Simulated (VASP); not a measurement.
Write the native input for VASP 6.6.1 that does the following.

```
Task                   : single point
Functional             : PBE
Potentials or basis    : VASP PAW PBE potentials, release 64 (V_sv, O)
Cutoff                 : 600 eV
k mesh                 : 6 × 10 × 6
Occupations            : gaussian, width 0.02 eV
Spin                   : collinear spin, ferromagnetic start
Starting moments       : [0.95, 0.95, 0.0, 0.0, 0.0, 0.0] μB
Hubbard terms          : V d U = 3.25 eV
Dipole correction      : no
Further INCAR settings : ALGO = Normal; EDIFF = 1e-06; NBANDS = 38
```

The structure of VO2 lies in POSCAR:

```
VO2
1.0
    4.3299579840      0.0000000000      0.0684633451
    0.0000000000      2.9492215887      0.0000000000
   -0.0684633451      0.0000000000      4.3299579840
V O
2 4
Direct
    0.0000000000      0.0000000000      0.0000000000
    0.5000000000      0.5000000000      0.5000000000
    0.7990038710      0.5000000000      0.2009961290
    0.2009961290      0.5000000000      0.7990038710
    0.7009961290      0.0000000000      0.7009961290
    0.2990038710      0.0000000000      0.2990038710
```

One way to write it, as run:

INCAR

```
ALGO = Normal
EDIFF = 1E-6
ENCUT = 600
GGA = PE
GGA_COMPAT = F
ISIF = 2
ISMEAR = 0
ISPIN = 2
LASPH = T
LCHARG = F
LDAU = T
LDAUJ = 0 0
LDAUL = 2 -1
LDAUPRINT = 1
LDAUTYPE = 2
LDAUU = 3.25 0
LMAXMIX = 4
LORBIT = 11
LREAL = F
LWAVE = F
MAGMOM = 0.95 0.95 0 0 0 0
NBANDS = 38
NELM = 200
PREC = Accurate
SIGMA = 0.02
```

KPOINTS

```
k-points
0
Gamma
  6 10 6
```

Potentials or basis: VASP PAW PBE potentials, release 64 (V_sv, O).

The run is started by

```bash
$ cat potpaw_PBE.64/V_sv/POTCAR potpaw_PBE.64/O/POTCAR > POTCAR
$ mpirun -np 1 vasp_std > vasp.out
```

It gave:

```
Pressure                                              : 31.6 GPa
Largest force                                         : 0.072 eV/Å
Band gap on the k mesh                                : 1.01 eV (least direct gap 1.26 eV)
Net moment                                            : 2.00 μB per cell
Site moments                                          : V +1.04; O -0.03 μB
Valence electrons inside the program's atomic spheres : V 11.59; O 5.12
```

Caveat: the cell stands under pressure.

Run time: 2.9 min on 1 thread of Intel(R) Xeon(R) Platinum 8259CL CPU @ 2.50GHz (Skylake/Cascade Lake) (shared host), peak memory 0.34 GiB.
